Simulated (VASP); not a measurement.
Set up this calculation in VASP 6.6.1, as the native input.

```yaml
Task: single point
Functional: PBEsol
Potentials_or_basis: VASP PAW PBE potentials, release 64 (Be)
Cutoff: 520 eV
k_mesh: 24 × 24 × 14
Occupations: gaussian, width 0.15 eV
Spin: no spin polarisation
Dipole_correction: no
Further_INCAR_settings: ALGO = Fast; EDIFF = 1e-06; NBANDS = 9
```

The structure of Be lies in POSCAR:

```
Be
1.0
    2.2995019849      0.0000000000      0.0000000000
   -1.1497509925      1.9914271350      0.0000000000
    0.0000000000      0.0000000000      3.6009000000
Be
2
Direct
    0.2580104669      0.5160209339      0.2500000000
    0.6666666667      0.3333333333      0.7500000000
```

This cell differs from its parent crystal: atom 1 (Be) moved by (-0.300, +0.000) A along y and z.

These files were run (other wordings do the same):

INCAR

```
PREC = Accurate ; ENCUT = 520
EDIFF = 1E-6 ; ISMEAR = 0
SIGMA = 0.15 ; LREAL = F
LASPH = T ; NELM = 60
ALGO = Fast ; ISIF = 2
LWAVE = F ; LCHARG = F
GGA = PS ; NBANDS = 9
```

KPOINTS

```
regular mesh
0
Gamma
  24 24 14
```

Potentials or basis: VASP PAW PBE potentials, release 64 (Be).

Launch:

```console
$ cat potpaw_PBE.64/Be/POTCAR > POTCAR
$ mpirun -np 1 vasp_std > vasp.out
```

It gave:

| Property | Result |
| --- | --- |
| Pressure | -4.2 GPa |
| Largest force | 0.615 eV/Å |
| Band gap on the k mesh | zero (band 2 reaches 7.89 eV, above the bottom of band 3 at 5.77 eV) |

Caveat: the cell differs from its parent crystal (atom 1 (Be) moved by (-0.300, +0.000) A along y and z); the PAW data sets were made with another functional, which shifts forces and pressure a little.

Wall time 48 s on 1 thread of Intel(R) Xeon(R) 6975P-C (Granite Rapids), with other jobs on the host, peak memory 0.25 GiB.
